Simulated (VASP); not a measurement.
Runs of VASP 6.6.1 on BN. The structure is that of space group P6_3/mmc (No. 194), or close to it. The cells are those of the table. 

```csv
task,cell,k mesh,cutoff (eV),smearing,gap on the mesh (eV),pressure (GPa)
relaxation of cell and atoms,"relaxed to 7 GPa from a = 2.501, b = 2.501, c = 6.872 Å, angles 90.0, 90.0, 120.0°, 4 atoms",10 × 10 × 4,600,gaussian 0.01 eV,4.75,7.0
single point,"a = 2.497, b = 2.497, c = 6.455 Å, angles 90.0, 90.0, 120.0°, 4 atoms",10 × 10 × 4,520,gaussian 0.01 eV,(a),2.4
single point,"a = 2.499, b = 2.499, c = 6.629 Å, angles 90.0, 90.0, 120.0°, 4 atoms",10 × 10 × 4,520,gaussian 0.01 eV,(b),1.4
single point,"a = 2.501, b = 2.501, c = 6.872 Å, angles 90.0, 90.0, 120.0°, 4 atoms",20 × 20 × 6,520,fermi-dirac 0.08 eV,4.91,0.4
single point,"a = 2.487, b = 2.487, c = 5.980 Å, angles 90.0, 90.0, 120.0°, 4 atoms",10 × 10 × 4,520,gaussian 0.01 eV,4.76,7.5
```

Alike in all rows: level r2SCAN; potentials or basis VASP PAW PBE potentials, release 64 (B, N); no spin polarisation.

Q: Estimate the missing entries.

A: (a) 4.80; (b) 4.84.

Caveats: the PAW data sets were made with another functional, which shifts forces and pressure a little; the cell is relaxed towards a set pressure, so the run minimises the enthalpy, not the energy (at least some runs); the cell stands under pressure (at least some runs).

A k mesh can miss the band edges.
